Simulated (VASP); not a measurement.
# PtS2 (P1) in VASP: notebook

Runs on PtS2. Level: PBE. Tasks: single point.

Everything below comes from runs of VASP 6.6.1. Logs are shortened: lines on timing, memory, paths and dates and some standing lists are left out, and cuts for length are marked.

### 1 The cell of the first run

The typed cell holds 3 atoms: a = 3.543 Å, b = 3.543 Å, c = 5.039 Å, α = 90.00°, β = 90.00°, γ = 120.00°.

### 2 Single point, PBE (all Pt atoms moved -0.250 Å, as atom 1 along Cartesian [1 1 0])

The input, INCAR:

```
  PREC = Accurate
  ENCUT = 520
  EDIFF = 1E-6
  ISMEAR = 0
  SIGMA = 0.05
  LREAL = False
  LASPH = True
  NELM = 60
  ALGO = Normal
  ISIF = 2
  LWAVE = False
  LCHARG = False
  GGA = PE
  NBANDS = 18
```

The input, KPOINTS:

```
Automatic mesh
0
Gamma
  12 12 8
```

The input, POSCAR:

```
PtS2
1.0
    3.5431994758      0.0000000000      0.0000000000
   -1.7715997379      3.0685007567      0.0000000000
    0.0000000000      0.0000000000      5.0388000000
Pt S
1 2
Direct
   -0.0786968868     -0.0576101195      0.0000000000
    0.3333333333      0.6666666667      0.2500000000
    0.6666666667      0.3333333333      0.7500000000
```

Potentials or basis: VASP PAW PBE potentials, release 64 (Pt, S).

The run is started by

```
> cat potpaw_PBE.64/Pt/POTCAR potpaw_PBE.64/S/POTCAR > POTCAR
> mpirun -np 1 vasp_std > vasp.out
```

OUTCAR:

```text
PREC = Accurate
   ENCUT = 520
   EDIFF = 1E-6
   ISMEAR = 0
   LREAL = False
   LASPH = True
   NELM = 60
   ISIF = 2
   GGA = PE

 ion  position               nearest neighbor table
   1  0.921  0.942  0.000-   2 2.20   3 2.26   3 2.36   2 2.47   2 2.56   3 2.61
   2  0.333  0.667  0.250-   1 2.20   1 2.47   1 2.56
   3  0.667  0.333  0.750-   1 2.26   1 2.36   1 2.61

  LATTYP: Found a hexagonal cell.
 ALAT       =     3.5431994758
 C/A-ratio  =     1.4221045229

  Lattice vectors:

 A1 = (   3.5431994758,   0.0000000000,   0.0000000000)
 A2 = (  -1.7715997379,   3.0685007567,   0.0000000000)
 A3 = (   0.0000000000,   0.0000000000,   5.0388000000)

Analysis of symmetry for initial positions (statically):
=====================================================================
 Subroutine PRICEL returns:
 Original cell was already a primitive cell.

 Routine SETGRP: Setting up the symmetry group for a
 hexagonal supercell.

 Subroutine GETGRP returns: Found  1 space group operations
 (whereof  1 operations were pure point group operations)
 out of a pool of 24 trial point group operations.

The static configuration has the point symmetry C_1 .

Analysis of symmetry for dynamics (positions and initial velocities):
=====================================================================
 Subroutine PRICEL returns:
 Original cell was already a primitive cell.

 Routine SETGRP: Setting up the symmetry group for a
 hexagonal supercell.

 Subroutine GETGRP returns: Found  1 space group operations
 (whereof  1 operations were pure point group operations)
 out of a pool of 24 trial point group operations.

The dynamic configuration has the point symmetry C_1 .

 Subroutine INISYM returns: Found  1 space group operations
 (whereof  1 operations are pure point group operations),
 and found     1 'primitive' translations

----------------------------------------------------------------------------------------

                                     Primitive cell

  volume of cell :      54.7834

  direct lattice vectors                    reciprocal lattice vectors
     3.543199476  0.000000000  0.000000000     0.282230794  0.162946025  0.000000000
    -1.771599738  3.068500757  0.000000000     0.000000000  0.325892049  0.000000000
     0.000000000  0.000000000  5.038800000     0.000000000  0.000000000  0.198459951

  length of vectors
     3.543199476  3.543199476  5.038800000     0.325892049  0.325892049  0.198459951

  position of ions in fractional coordinates (direct lattice)
     0.921303113  0.942389881  0.000000000
     0.333333333  0.666666667  0.250000000
     0.666666667  0.333333333  0.750000000

  ion indices of the primitive-cell ions
   primitive index   ion index
                 1           1
                 2           2
                 3           3

----------------------------------------------------------------------------------------

 KPOINTS: Automatic mesh

Automatic generation of k-mesh.
 Grid dimensions read from file:
 generate k-points for:   12   12    8

 Generating k-lattice:

  Cartesian coordinates                     Fractional coordinates (reciprocal lattice)
     0.023519233  0.013578835  0.000000000     0.083333333  0.000000000  0.000000000
     0.000000000  0.027157671  0.000000000     0.000000000  0.083333333  0.000000000
     0.000000000  0.000000000  0.024807494     0.000000000  0.000000000  0.125000000

  Length of vectors
     0.027157671  0.027157671  0.024807494

  Shift w.r.t. Gamma in fractional coordinates (k-lattice)
     0.000000000  0.000000000  0.000000000

 Subroutine IBZKPT returns following result:
 ===========================================

 Found    580 irreducible k-points:

 Following reciprocal coordinates:
            Coordinates               Weight
  0.000000  0.000000  0.000000      1.000000
  0.083333  0.000000  0.000000      2.000000
  0.000000  0.083333  0.000000      2.000000
 -0.083333  0.083333  0.000000      2.000000
  0.166667  0.000000  0.000000      2.000000
  0.000000  0.166667  0.000000      2.000000
[... 16 lines left out ...]
  0.166667  0.083333  0.000000      2.000000
 -0.083333  0.250000  0.000000      2.000000
 [... further k-points ...]
   k-points           NKPTS =    580   k-points in BZ     NKDIM =    580   number of bands    NBANDS=     18
   number of dos      NEDOS =    301   number of ions     NIONS =      3
   total plane-waves  NPLWV =  31360
   dimension x,y,z NGX =    28 NGY =   28 NGZ =   40
   dimension x,y,z NGXF=    56 NGYF=   56 NGZF=   80
   ions per type =               1   2
   NGX,Y,Z   is equivalent  to a cutoff of  13.14, 13.14, 13.20 a.u.
   NGXF,Y,Z  is equivalent  to a cutoff of  26.28, 26.28, 26.39 a.u.
 SYSTEM =  unknown system
   PREC   = accura    normal or accurate (medium, high low for compatibility)
   ISTART =      0    job   : 0-new  1-cont  2-samecut
   ICHARG =      2    charge: 1-file 2-atom 10-const
   ISPIN  =      1    spin polarized calculation?
   LNONCOLLINEAR =      F non collinear calculations
   LSORBIT =      F    spin-orbit coupling
   LASPH  =      T    aspherical Exc in radial PAW
   ENCUT  =  520.0 eV  38.22 Ry    6.18 a.u.   6.59  6.59  9.37*2*pi/ulx,y,z
   NELM   =     60;   NELMIN=  2; NELMDL= -5     # of ELM steps
   EDIFF  = 0.1E-05   stopping-criterion for ELM
   LREAL  =      F    real-space projection
   EDIFFG = 0.1E-04   stopping-criterion for IOM
   NSW    =      0    number of steps for IOM
   IBRION =     -1    ionic relax: 0-MD 1-quasi-New 2-CG
   NFREE  =      0    steps in history (QN), initial steepest desc. (CG)
   ISIF   =      2    stress and relaxation
   ISYM   =      2    0-nonsym 1-usesym 2-fastsym
   POTIM  = 0.5000    time-step for ionic-motion
   TEBEG  =    0.0;   TEEND  =   0.0 temperature during run
   PSTRESS=    0.0 pullay stress
   NELECT =      22.0000    total number of electrons
   NUPDOWN=      -1.0000    fix difference up-down
   EMIN   =  10.00;   EMAX   =-10.00  energy-range for DOS
   EFERMI =   0.00;   METHOD = LEGACY
   ISMEAR =     0;   SIGMA  =   0.05  broadening in eV -4-tet -1-fermi 0-gaus
   EFERMI_NEDOS =   21; number of points for ismear=-14 and -15
   IALGO  =     38    algorithm
   IMIX   =      4    mixing-type and parameters
     AMIX     =   0.40;   BMIX     =  1.00
     AMIX_MAG =   1.60;   BMIX_MAG =  1.00
  volume/ion in A,a.u.               =      18.26       123.23
  Fermi-wavevector in a.u.,A,eV,Ry     =   1.207812  2.282434 19.848319  1.458810
  Thomas-Fermi vector in A             =   2.343439
   LORBIT       =      0    0 simple, 1 ext, 2 COOP (PROOUT), +10 PAW based schemes
   GGA     = PE    functional components
   LHFCALC =     F    Hartree Fock is set to
   AEXX    =    0.0000 exact exchange contribution
   IVDW    =     0    specifies the selected vdW correction
   LEPSILON=     F    determine dielectric tensor
   LRPA    =     F    only Hartree local field effects (RPA)
 non-spin polarized calculation
 Gauss-broadening in eV      SIGMA  =   0.05
  energy-cutoff  :      520.00
  volume of cell :       54.78
 maximum number of plane-waves:      1507
   NGX = 13   NGY = 13   NGZ = 19

 number of electron      21.9999999 magnetization

 Free energy of the ion-electron system (eV)
  ---------------------------------------------------
  ext. energy  EPLUGINS =         0.00000000
  ---------------------------------------------------
  free energy    TOTEN  =       -14.85401819 eV

  energy without entropy =      -14.85401819  energy(sigma->0) =      -14.85401819

 E-fermi :   7.0120     XC(G=0): -10.6887

 val. band max:        6.8448297427   @ k =  -0.1667   0.0000   0.2500
 cond. band min:       7.1791187923   @ k =   0.2500  -0.2500   0.3750
 fundamental gap:      0.3342890496
 Fermi energy:         7.0119796025

 k-point     1 :       0.0000    0.0000    0.0000
  band No.  band energies     occupation
      1      -8.4342      2.00000
      2      -5.7250      2.00000
      3      -0.2863      2.00000
      4       0.4139      2.00000
      5       0.4401      2.00000
      6       2.5301      2.00000
[... 10 lines left out ...]
     17      15.1963      0.00000
     18      18.6341      0.00000

 k-point     2 :       0.0833    0.0000    0.0000
  band No.  band energies     occupation
      1      -8.3487      2.00000
      2      -5.7591      2.00000
      3      -0.1933      2.00000
      4       0.4358      2.00000
      5       0.5219      2.00000
      6       2.4393      2.00000
[... 10 lines left out ...]
     17      15.2615      0.00000
     18      18.0016      0.00000

 k-point     3 :       0.0000    0.0833    0.0000
  band No.  band energies     occupation
      1      -8.3487      2.00000
      2      -5.7570      2.00000
      3      -0.1911      2.00000
      4       0.3670      2.00000
      5       0.5841      2.00000
      6       2.3514      2.00000
[... 10 lines left out ...]
     17      15.4270      0.00000
     18      18.1165      0.00000

 k-point     4 :      -0.0833    0.0833    0.0000
  band No.  band energies     occupation
      1      -8.3487      2.00000
      2      -5.7552      2.00000
      3      -0.1878      2.00000
      4       0.3247      2.00000
      5       0.6207      2.00000
      6       2.3101      2.00000
[... 375 lines left out ...]
      4       0.3922      2.00000
      5       0.7441      2.00000
      6       2.1291      2.00000
[... 10 lines left out ...]
     17      15.8706      0.00000
     18      16.9990      0.00000

 k-point    23 :       0.1667    0.0833    0.0000
  band No.  band energies     occupation
      1      -7.8686      2.00000
      2      -5.9341      2.00000
      3       0.2868      2.00000
      4       0.6695      2.00000
      5       0.8255      2.00000
      6       1.8579      2.00000
[... 10 lines left out ...]
     17      15.9661      0.00000
     18      16.2545      0.00000

 k-point    24 :      -0.0833    0.2500    0.0000
  band No.  band energies     occupation
      1      -7.8700      2.00000
      2      -5.9140      2.00000
      3       0.2736      2.00000
      4       0.4807      2.00000
      5       0.9615      2.00000
      6       1.7430      2.00000
[... 10 lines left out ...]
     17      15.7633      0.00000
     18      16.4695      0.00000

 [... further k-points ...]

------------------------ aborting loop because EDIFF is reached ----------------------------------------

  FORCE on cell =-STRESS in cart. coord.  units (eV):
  Direction    XX          YY          ZZ          XY          YZ          ZX
  --------------------------------------------------------------------------------------
  -------------------------------------------------------------------------------------
  Total        2.5569448      2.4870861      1.4460918      0.5397901     -0.0049767     -1.1428627
  in kB       74.7795724     72.7365063     42.2919282     15.7865243     -0.1455467    -33.4237877
  external PRESSURE =      63.2693356 kB  Pullay stress =       0.0000000 kB

 VOLUME and BASIS-vectors are now :
 -----------------------------------------------------------------------------
  energy-cutoff  :      520.00
  volume of cell :       54.78
      direct lattice vectors                 reciprocal lattice vectors
     3.543199476  0.000000000  0.000000000     0.282230794  0.162946025  0.000000000
    -1.771599738  3.068500757  0.000000000     0.000000000  0.325892049  0.000000000
     0.000000000  0.000000000  5.038800000     0.000000000  0.000000000  0.198459951

 POSITION                                       TOTAL-FORCE (eV/Angst)
 -----------------------------------------------------------------------------------
      1.59482      2.89172      0.00000         2.927859      2.915950     -0.173252
     -0.00000      2.04567      1.25970        -1.918846     -1.459693      0.308734
      1.77160      1.02283      3.77910        -1.009013     -1.456258     -0.135482
 -----------------------------------------------------------------------------------
    total drift:                                0.000049      0.000038     -0.000038

  FREE ENERGIE OF THE ION-ELECTRON SYSTEM (eV)
  ---------------------------------------------------
  free  energy   TOTEN  =       -14.8540181910 eV

  energy  without entropy=      -14.8540181896  energy(sigma->0) =      -14.85401819
```

Wall time 3.8 min (1 thread of Intel Xeon 6975P-C (Granite Rapids), shared host); peak memory 0.61 GiB.

What came out:

| Item | Value |
| --- | --- |
| Free energy | -14.8540 eV |
| Pressure | 6.3 GPa |
| Largest force | 4.136 eV/Å |
| Band gap on the k mesh | 0.33 eV (least direct gap 0.76 eV) |

Forces on the atoms (eV/Å):
```
Pt   2.928  2.916 -0.173
S   -1.919 -1.460  0.309
S   -1.009 -1.456 -0.135
```

Stress tensor (GPa, compression positive):
```
 7.48  1.58 -3.34
 1.58  7.27 -0.01
-3.34 -0.01  4.23
```

Levels at points of the mesh, in eV from the valence-band top:
| k point | band 8 | band 9 | band 10 | band 11 | band 12 | band 13 | band 14 | band 15 |
| --- | --- | --- | --- | --- | --- | --- | --- | --- |
| (0.00, 0.00, 0.00) | -2.44 | -0.65 | -0.45 | -0.25 | 1.63 | 1.81 | 4.80 | 5.13 |
| (0.50, 0.00, 0.00) | -3.47 | -2.87 | -2.80 | -2.32 | 1.22 | 2.44 | 5.38 | 6.52 |
| (0.00, 0.50, 0.00) | -3.44 | -3.04 | -2.83 | -2.16 | 1.22 | 2.18 | 5.18 | 6.71 |
| (0.50, 0.50, 0.00) | -3.50 | -3.08 | -2.91 | -2.02 | 1.24 | 1.94 | 5.00 | 6.90 |
| (0.00, 0.00, 0.50) | -2.67 | -1.51 | -0.95 | -0.67 | 2.09 | 2.27 | 5.83 | 6.64 |
| (0.50, 0.00, 0.50) | -3.35 | -2.74 | -2.31 | -1.31 | 1.43 | 2.16 | 4.90 | 5.35 |
| (0.00, 0.50, 0.50) | -3.27 | -3.00 | -1.95 | -1.33 | 1.14 | 2.04 | 4.89 | 5.58 |
| (0.50, 0.50, 0.50) | -3.26 | -3.08 | -1.71 | -1.34 | 0.91 | 1.88 | 4.89 | 5.79 |

Caveat: the cell differs from its parent crystal (all Pt atoms moved -0.250 Å, as atom 1 along Cartesian [1 1 0]); the cell stands under pressure; spin-orbit coupling is left out, which moves the levels of the heavy elements; forces of over 1 eV/Å act on the atoms, so gaps and moduli don't describe the material at rest. A k mesh can miss the band edges.

### 3 Single point, PBE (all Pt atoms moved +0.125 Å, as atom 1 along Cartesian [1 1 0])

The input, INCAR:

```
PREC = Accurate
ENCUT = 520
EDIFF = 1E-6
ISMEAR = 0
SIGMA = 0.05
LREAL = False
LASPH = True
NELM = 100
ALGO = Normal
ISIF = 2
LWAVE = False
LCHARG = True
GGA = PE
LELF = True
LVHAR = True
NBANDS = 18
```

KPOINTS is that of step 2.

Changes to POSCAR since step 2:

```diff
@@ -8,3 +8,3 @@
 Direct
-   -0.0786968868     -0.0576101195      0.0000000000
+    0.0393484434      0.0288050598      0.0000000000
     0.3333333333      0.6666666667      0.2500000000
```

Potentials or basis: VASP PAW PBE potentials, release 64 (Pt, S).

The run is started by

```
> cat potpaw_PBE.64/Pt/POTCAR potpaw_PBE.64/S/POTCAR > POTCAR
> mpirun -np 1 vasp_std > vasp.out
```

Run time: 3.5 min. Hardware: 1 thread of Intel Xeon 6975P-C (Granite Rapids), shared host; peak memory 0.61 GiB.

The run converged. Its results:

```
Free energy            : -15.2378 eV
Pressure               : 3.0 GPa
Largest force          : 2.026 eV/Å
Band gap on the k mesh : 0.56 eV (least direct gap 0.81 eV)
```

Forces on the atoms (eV/Å):
```
Pt  -1.433 -1.432  0.021
S    0.606  0.716 -0.237
S    0.826  0.716  0.216
```

Stress tensor (GPa, compression positive):
```
 3.96  0.43 -0.81
 0.43  3.95  0.00
-0.81  0.00  1.14
```

Levels at points of the mesh, in eV from the valence-band top:
| k point | band 7 | band 8 | band 9 | band 10 | band 11 | band 12 | band 13 | band 14 | band 15 | band 16 |
| --- | --- | --- | --- | --- | --- | --- | --- | --- | --- | --- |
| (0.00, 0.00, 0.00) | -3.84 | -2.25 | -0.92 | -0.84 | -0.01 | 1.80 | 1.85 | 4.66 | 5.29 | 8.09 |
| (0.50, 0.00, 0.00) | -3.51 | -3.23 | -2.93 | -2.88 | -2.41 | 1.33 | 2.48 | 5.45 | 6.46 | 7.94 |
| (0.00, 0.50, 0.00) | -3.49 | -3.24 | -2.97 | -2.90 | -2.36 | 1.33 | 2.41 | 5.40 | 6.51 | 7.93 |
| (0.50, 0.50, 0.00) | -3.46 | -3.26 | -2.98 | -2.94 | -2.31 | 1.33 | 2.34 | 5.34 | 6.57 | 7.92 |
| (0.00, 0.00, 0.50) | -3.88 | -2.75 | -1.42 | -1.23 | -1.02 | 2.41 | 2.46 | 5.68 | 6.92 | 7.75 |
| (0.50, 0.00, 0.50) | -3.28 | -3.10 | -2.70 | -2.47 | -1.38 | 1.46 | 2.16 | 4.99 | 5.35 | 7.51 |
| (0.00, 0.50, 0.50) | -3.33 | -3.08 | -2.83 | -2.29 | -1.38 | 1.39 | 2.13 | 4.99 | 5.41 | 7.49 |
| (0.50, 0.50, 0.50) | -3.38 | -3.07 | -2.90 | -2.18 | -1.39 | 1.32 | 2.09 | 4.99 | 5.47 | 7.48 |

Caveat: the cell differs from its parent crystal (all Pt atoms moved +0.125 Å, as atom 1 along Cartesian [1 1 0]); the cell stands under pressure; spin-orbit coupling is left out, which moves the levels of the heavy elements; forces of over 1 eV/Å act on the atoms, so gaps and moduli don't describe the material at rest. A k mesh can miss the band edges.
